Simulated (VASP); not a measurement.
# Te3W (Pm-3m) in VASP: vibrations by perturbation theory with PBE

Aim: the vibrations by perturbation theory of Te3W with PBE.

Program: VASP 6.6.1. These are calculated values, not measurements. Logs are shortened: lines on timing, memory, paths and dates and some standing lists are left out, and cuts for length are marked.

## (1) The cell of the first run

It takes space group Pm-3m (No. 221, cubic). The conventional cell has a = 5.369 Å, b = 5.369 Å, c = 5.369 Å, α = 90.00°, β = 90.00°, γ = 90.00°. Within 3.5 Å of Te (site symmetry 4/mmm) lie 2 W at 2.68 Å. Within 3.5 Å of W (site symmetry m-3m) lie 6 Te at 2.68 Å.

## (2) Vibrations by perturbation theory, PBE

INCAR

```
SYSTEM = Te3W
  ALGO = Normal
  EDIFF = 1E-8
  ENCUT = 520
  GGA = PE
  IBRION = 8
  ISIF = 2
  ISMEAR = -1
  LASPH = .True.
  LCHARG = .False.
  LREAL = .False.
  LWAVE = .False.
  NBANDS = 24
  NELM = 80
  NSW = 1
  PREC = Accurate
  SIGMA = 0.15
```

KPOINTS

```
k-points
0
Gamma
  8 8 8
  0 0 0
```

POSCAR

```
Te3W
1.0
    5.3693888813      0.0000000000      0.0000000000
    0.0000000000      5.3693888813      0.0000000000
    0.0000000000      0.0000000000      5.3693888813
Te W
3 1
Direct
    0.0000000000      0.0000000000      0.5000000000
    0.0000000000      0.5000000000      0.0000000000
    0.5000000000      0.0000000000      0.0000000000
    0.0000000000      0.0000000000      0.0000000000
```

Potentials or basis: VASP PAW PBE potentials, release 64 (Te, W_sv).

On the command line:

```bash
$ cat potpaw_PBE.64/Te/POTCAR potpaw_PBE.64/W_sv/POTCAR > POTCAR
$ mpirun -np 1 vasp_std > vasp.out
```

OUTCAR:

```text
SYSTEM = Te3W
   EDIFF = 1E-8
   ENCUT = 520
   GGA = PE
   IBRION = 8
   ISIF = 2
   ISMEAR = -1
   LASPH = .True.
   LREAL = .False.
   NELM = 80
   NSW = 1
   PREC = Accurate

 ion  position               nearest neighbor table
   1  0.000  0.000  0.500-   4 2.68   4 2.68
   2  0.000  0.500  0.000-   4 2.68   4 2.68
   3  0.500  0.000  0.000-   4 2.68   4 2.68
   4  0.000  0.000  0.000-   1 2.68   2 2.68   3 2.68   1 2.68   2 2.68   3 2.68

  LATTYP: Found a simple cubic cell.
 ALAT       =     5.3693888813

  Lattice vectors:

 A1 = (   5.3693888813,   0.0000000000,   0.0000000000)
 A2 = (   0.0000000000,   5.3693888813,   0.0000000000)
 A3 = (   0.0000000000,   0.0000000000,   5.3693888813)

Analysis of symmetry for initial positions (statically):
=====================================================================
 Subroutine PRICEL returns:
 Original cell was already a primitive cell.

 Routine SETGRP: Setting up the symmetry group for a
 simple cubic supercell.

 Subroutine GETGRP returns: Found 48 space group operations
 (whereof 48 operations were pure point group operations)
 out of a pool of 48 trial point group operations.

The static configuration has the point symmetry O_h .

Analysis of symmetry for dynamics (positions and initial velocities):
=====================================================================
 Subroutine PRICEL returns:
 Original cell was already a primitive cell.

 Routine SETGRP: Setting up the symmetry group for a
 simple cubic supercell.

 Subroutine GETGRP returns: Found 48 space group operations
 (whereof 48 operations were pure point group operations)
 out of a pool of 48 trial point group operations.

The dynamic configuration has the point symmetry O_h .

 Subroutine INISYM returns: Found 48 space group operations
 (whereof 48 operations are pure point group operations),
 and found     1 'primitive' translations

----------------------------------------------------------------------------------------

                                     Primitive cell

  volume of cell :     154.8013

  direct lattice vectors                    reciprocal lattice vectors
     5.369388881  0.000000000  0.000000000     0.186240934  0.000000000  0.000000000
     0.000000000  5.369388881  0.000000000     0.000000000  0.186240934  0.000000000
     0.000000000  0.000000000  5.369388881     0.000000000  0.000000000  0.186240934

  length of vectors
     5.369388881  5.369388881  5.369388881     0.186240934  0.186240934  0.186240934

  position of ions in fractional coordinates (direct lattice)
     0.000000000  0.000000000  0.500000000
     0.000000000  0.500000000  0.000000000
     0.500000000  0.000000000  0.000000000
     0.000000000  0.000000000  0.000000000

  ion indices of the primitive-cell ions
   primitive index   ion index
                 1           1
                 2           2
                 3           3
                 4           4

----------------------------------------------------------------------------------------

 KPOINTS: k-points

[... 102 lines left out ...]
 NGX is ok and might be reduce to    40
   NGX = 19   NGY = 19   NGZ = 19

--------------------------------------- Ionic step        1  -------------------------------------------

 number of electron      32.0000000 magnetization

 Free energy of the ion-electron system (eV)
  ---------------------------------------------------
  ext. energy  EPLUGINS =         0.00000000
  ---------------------------------------------------
  free energy    TOTEN  =       -20.10061565 eV

  energy without entropy =      -19.81452858  energy(sigma->0) =      -19.95757212

 E-fermi :   3.8695     XC(G=0):  -8.1054

 val. band max:        3.8040349128   @ k =   0.5000   0.1250   0.0000
 cond. band min:       3.9127194954   @ k =   0.1250   0.0000   0.0000
 fundamental gap:      0.1086845825
 Fermi energy:         3.8695134154

 k-point     1 :       0.0000    0.0000    0.0000
  band No.  band energies     occupation
      1     -71.1290      2.00000
      2     -35.3360      2.00000
      3     -35.3360      2.00000
      4     -35.3360      2.00000
      5      -8.5931      2.00000
      6      -6.9267      2.00000
[... 637 lines left out ...]
     23      10.0185      0.00000
     24      10.6953      0.00000

 [... further k-points ...]
[... 5 lines left out ...]
  --------------------------------------------------------------------------------------
  -------------------------------------------------------------------------------------
  Total       -0.0269708     -0.0269708     -0.0269708     -0.0000000      0.0000000     -0.0000000
  in kB       -0.2791447     -0.2791447     -0.2791447     -0.0000000      0.0000000     -0.0000000
  external PRESSURE =      -0.2791447 kB  Pullay stress =       0.0000000 kB

 VOLUME and BASIS-vectors are now :
 -----------------------------------------------------------------------------
  energy-cutoff  :      520.00
  volume of cell :      154.80
      direct lattice vectors                 reciprocal lattice vectors
     5.369388881  0.000000000  0.000000000     0.186240934  0.000000000  0.000000000
     0.000000000  5.369388881  0.000000000     0.000000000  0.186240934  0.000000000
     0.000000000  0.000000000  5.369388881     0.000000000  0.000000000  0.186240934

 POSITION                                       TOTAL-FORCE (eV/Angst)
 -----------------------------------------------------------------------------------
      0.00000      0.00000      2.68469         0.000000      0.000000      0.000000
      0.00000      2.68469      0.00000         0.000000      0.000000      0.000000
      2.68469      0.00000      0.00000         0.000000      0.000000      0.000000
      0.00000      0.00000      0.00000         0.000000      0.000000      0.000000
 -----------------------------------------------------------------------------------
    total drift:                               -0.000000     -0.000000     -0.000000

  FREE ENERGIE OF THE ION-ELECTRON SYSTEM (eV)
  ---------------------------------------------------
  free  energy   TOTEN  =       -20.1006156542 eV

  energy  without entropy=      -19.8145285840  energy(sigma->0) =      -19.95757212

[... ionic steps 2 to 12 ...]

--------------------------------------- Ionic step       13  -------------------------------------------

 Free energy of the ion-electron system (eV)
  ---------------------------------------------------
  ---------------------------------------------------
  free energy    TOTEN  =        -0.33842722 eV

  energy without entropy =       -0.33842738

------------------------ aborting loop because EDIFF is reached ----------------------------------------

 INTERNAL STRAIN TENSOR  FOR ION    4  DIRECTION 1   (eV/Angst):
 -----------------------------------------------------------------------------
    -0.07336 -0.00000 -0.00000
     0.00000  0.04296  0.00000
    -0.00000  0.00000  0.04296

 INTERNAL STRAIN TENSOR FOR ION    4 for displacements in x,y,z  (eV/Angst):
          X           Y           Z          XY          YZ          ZX
  --------------------------------------------------------------------------------
  x     0.00000     0.00000     0.00000     0.00000     0.00000     0.00000
  y     0.00000     0.00000     0.00000     0.00000     0.00000     0.00000
  z     0.00000     0.00000     0.00000     0.00000     0.00000     0.00000

 SECOND DERIVATIVES (NOT SYMMETRIZED)
 ------------------------------------
               1X          1Y          1Z          2X          2Y          2Z          3X          3Y          3Z          4X          4Y          4Z
  1X     0.349147    0.000000    0.000000   -0.206082    0.000000    0.000000    2.332402    0.000000    0.000000   -2.475467    0.000000    0.000000
  1Y     0.000000    0.349147    0.000000    0.000000    2.332402    0.000000    0.000000   -0.206082    0.000000    0.000000   -2.475467    0.000000
  1Z     0.000000    0.000000  -10.359865    0.000000   -0.000000    2.330772   -0.000000   -0.000000    2.330772   -0.000000   -0.000000    5.698321
  2X    -0.206082    0.000000    0.000000    0.349147    0.000000    0.000000    2.332402    0.000000    0.000000   -2.475467    0.000000    0.000000
  2Y    -0.000000    2.330772    0.000000    0.000000  -10.359865   -0.000000   -0.000000    2.330772    0.000000   -0.000000    5.698321   -0.000000
  2Z     0.000000    0.000000    2.332402    0.000000    0.000000    0.349147    0.000000    0.000000   -0.206082    0.000000    0.000000   -2.475467
  3X     2.330772   -0.000000   -0.000000    2.330772   -0.000000    0.000000  -10.359865   -0.000000    0.000000    5.698321   -0.000000   -0.000000
  3Y     0.000000   -0.206082    0.000000    0.000000    2.332402    0.000000    0.000000    0.349147    0.000000    0.000000   -2.475467    0.000000
  3Z     0.000000    0.000000    2.332402    0.000000    0.000000   -0.206082    0.000000    0.000000    0.349147    0.000000    0.000000   -2.475467
  4X    -2.480583    0.000000    0.000000   -2.480583    0.000000   -0.000000    5.688593    0.000000   -0.000000   -0.727428    0.000000   -0.000000
  4Y     0.000000   -2.480583    0.000000    0.000000    5.688593   -0.000000    0.000000   -2.480583   -0.000000    0.000000   -0.727428   -0.000000
  4Z    -0.000000   -0.000000    5.688593   -0.000000    0.000000   -2.480583    0.000000   -0.000000   -2.480583   -0.000000   -0.000000   -0.727428

 Eigenvectors and eigenvalues of the dynamical matrix
 ----------------------------------------------------

   1 f  =    5.093208 THz    32.001567 2PiTHz  169.891119 cm-1    21.063805 meV
             X         Y         Z           dx          dy          dz
      0.000000  0.000000  2.684694     0.034824    0.203090   -0.087917
      0.000000  2.684694  0.000000     0.034824   -0.858647    0.020794
      2.684694  0.000000  0.000000    -0.147233    0.203090    0.020794
      0.000000  0.000000  0.000000     0.064588    0.376668    0.038567
[... 71 lines left out ...]
  12 f/i=    2.324846 THz    14.607436 2PiTHz   77.548505 cm-1     9.614785 meV
             X         Y         Z           dx          dy          dz
      0.000000  0.000000  2.684694    -0.475670   -0.070199    0.000690
      0.000000  2.684694  0.000000    -0.475670    0.013382   -0.003618
      2.684694  0.000000  0.000000     0.090675   -0.070199   -0.003618
      0.000000  0.000000  0.000000     0.719641    0.106204    0.005473

--------------------------------------------------------------------------------------------------------

 ELASTIC MODULI CONTR FROM IONIC RELAXATION (kBar)
 Direction    XX          YY          ZZ          XY          YZ          ZX
 --------------------------------------------------------------------------------
 XX           0.0000      0.0000      0.0000      0.0000      0.0000      0.0000
 YY           0.0000      0.0000      0.0000      0.0000      0.0000      0.0000
 ZZ           0.0000      0.0000      0.0000      0.0000      0.0000      0.0000
 XY           0.0000      0.0000      0.0000      0.0000      0.0000      0.0000
 YZ           0.0000      0.0000      0.0000      0.0000      0.0000      0.0000
 ZX           0.0000      0.0000      0.0000      0.0000      0.0000      0.0000
 --------------------------------------------------------------------------------
```

It took 36 min on 1 thread of Intel Xeon 8259CL, shared host; peak memory 0.97 GiB.

What came out:

```yaml
Highest_phonon_frequency_at_Γ_LO-TO_splitting_left_out: 170 cm⁻¹
Most_unstable_mode: 78i cm⁻¹
```

Phonon frequencies in cm⁻¹ (negative: imaginary):
```csv
q point,frequencies
"(0.000, 0.000, 0.000)",-78 -78 -78 -34 -34 -34 0 0 0 170 170 170
```

Caveat: some modes are imaginary; spin-orbit coupling is left out, which moves the levels of the heavy elements.
